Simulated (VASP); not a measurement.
W: single point with PBEsol

W:

```
W
1.0
     2.80966    0.00000    0.00000
     0.00000    4.86387    0.00000
     0.00000    0.00000    4.92370
W
4
Cartesian
  2.2285 4.5567 3.6928
  0.5811 2.1247 3.6928
  0.5811 0.3072 1.2309
  2.2285 2.7391 1.2309
```

```yaml
Program: VASP 6.6.1
Task: single point
Functional: PBEsol
Potentials_or_basis: VASP PAW PBE potentials, release 64 (W_sv)
Cutoff: 520 eV
k_mesh: 15 × 9 × 9
Occupations: methfessel-paxton, width 0.05 eV
Spin: no spin polarisation
Dipole_correction: no
Further_INCAR_settings: ALGO = Normal; EDIFF = 1e-07; NBANDS = 36
```

| Quantity | Value |
| --- | --- |
| Pressure | -10.3 GPa |
| Largest force | 0.070 eV/Å |
| Band gap on the k mesh | zero (band 28 reaches 11.17 eV, above the bottom of band 29 at 9.70 eV) |

Forces on the atoms (eV/Å):
```
W   -0.059  0.037  0.000
W    0.059  0.037  0.000
W    0.059 -0.037  0.000
W   -0.059 -0.037  0.000
```

Stress tensor (GPa, compression positive):
```
 -9.89   0.00   0.00
  0.00 -11.01   0.00
  0.00   0.00 -10.01
```

Levels at points of the mesh, in eV from the Fermi level:
| k point | band 25 | band 26 | band 27 | band 28 | band 29 | band 30 | band 31 | band 32 |
| --- | --- | --- | --- | --- | --- | --- | --- | --- |
| (0.00, 0.00, 0.00) | -0.47 | -0.39 | -0.39 | -0.36 | -0.32 | -0.17 | 0.52 | 1.52 |

Run time: 8.7 min on 1 thread of Oxide Virtual Turin-like Processor, with other jobs on the host, peak memory 0.39 GiB.

Caveat: the PAW data sets were made with another functional, which shifts forces and pressure a little; spin-orbit coupling is left out, which moves the levels of the heavy elements.
